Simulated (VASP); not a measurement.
The system is GaSb.

```xyz
2
Lattice="0.0000 2.9966 2.9966 2.9966 0.0000 2.9966 2.9966 2.9966 0.0000" Properties=species:S:1:pos:R:3 pbc="T T T"
Sb    4.4948    4.4948    4.4948
Ga    0.0000    0.0000    0.0000
```

Program: VASP 6.6.1. Alike in all runs: task single point; potentials or basis VASP PAW PBE potentials, release 64 (Sb_d_GW, Ga_d); no spin polarisation; cell as given; k mesh 4 × 4 × 4; cutoff (eV) 400; smearing fermi-dirac 0.05 eV.

Order these runs on this cell by their band gap on the k mesh, lowest first.
A. level BHLYP; share of exact exchange 0.5
B. level B3LYP; share of exact exchange 0.2
C. level PBE-based screened hybrid with 25 % exact exchange; share of exact exchange 0.25; screening parameter 0.3 1/Å

C (1.07 eV), B (1.59 eV), A (3.41 eV).

Caveats: all runs use coarse meshes; spin-orbit coupling is left out, which moves the levels of the heavy elements.

A k mesh can miss the band edges.
